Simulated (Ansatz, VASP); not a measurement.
One calculation of SrTiO3, two programs

The input INCAR:

```
  PREC = Accurate
  ENCUT = 520
  EDIFF = 1E-7
  ISMEAR = 0
  SIGMA = 0.02
  LREAL = False
  LASPH = True
  NELM = 150
  ALGO = Normal
  ISIF = 2
  LWAVE = False
  LCHARG = True
  LMAXMIX = 4
  LDAU = True
  LDAUTYPE = 2
  LDAUL = -1 2 -1
  LDAUU = 0 4 0
  LDAUJ = 0 0 0
  LDAUPRINT = 1
  GGA = PE
  LELF = True
  LVHAR = True
  NBANDS = 28
```

KPOINTS

```
regular mesh
0
Gamma
  8 8 8
```

The input POSCAR:

```
SrTiO3
1.0
    3.9471298193      0.0000000000      0.0000000000
    0.0000000000      3.9471298193      0.0000000000
    0.2368277892      0.0000000000      3.9471298193
Sr Ti O
1 1 3
Direct
    0.0000000000      0.0000000000      0.0000000000
    0.5000000000      0.5000000000      0.5000000000
    0.5000000000      0.0000000000      0.5000000000
    0.5000000000      0.5000000000      0.0000000000
    0.0000000000      0.5000000000      0.5000000000
```

Input for Ansatz:

```yaml
crystal:
  lattice:
    - [3.9471298193, 0.0, 0.0]
    - [0.0, 3.9471298193, 0.0]
    - [0.2368277892, 0.0, 3.9471298193]
  atoms:
    - { symbol: Sr, position: [0.0, 0.0, 0.0] }
    - { symbol: Ti, position: [0.5, 0.5, 0.5] }
    - { symbol: O, position: [0.5, 0.0, 0.5] }
    - { symbol: O, position: [0.5, 0.5, 0.0] }
    - { symbol: O, position: [0.0, 0.5, 0.5] }
basis:
  ecutwfc: 420
kpoints:
  mp_grid: { grid: [8, 8, 8] }
hamiltonian:
  xc: pbe
  hubbard: { sites: [{ species: Ti, l: d, u_eff: 4.0 }] }
scf:
  occupations: { method: gaussian, width: 0.02 }
output:
  forces: true
  stress: true
  eigenvalues: true
```

Change from the starting cell: shear of c along a, cell held, atoms relaxed: +6.0 %.

Alike in both runs: task single point; functional PBE; k mesh 8 × 8 × 8; occupations gaussian, width 0.02 eV; no spin polarisation; Hubbard terms Ti d U = 4.0 eV.

|  | VASP | Ansatz |
| --- | --- | --- |
| version | VASP 6.6.1 | Ansatz 0.2.0 |
| potentials or method | VASP PAW PBE potentials, release 64 (Sr_sv, Ti_sv, O), cutoff 520 eV | scalar-relativistic, plane waves, PAW |
| valence electrons in the cell | 40 | 40 |

```tsv
	VASP	Ansatz	Ansatz less VASP
gap on the k mesh at the Fermi level (eV)	2.13	2.14	+0.009
least direct gap on the mesh (eV)	2.42	2.42	+0.003
pressure (GPa)	2.8	0.1	-2.70
traceless stress, the component that is largest in VASP (GPa)	-6.60	-6.63	-0.029
```

The programs project onto different local orbitals, so the same U acts differently, and such runs can settle in different states.
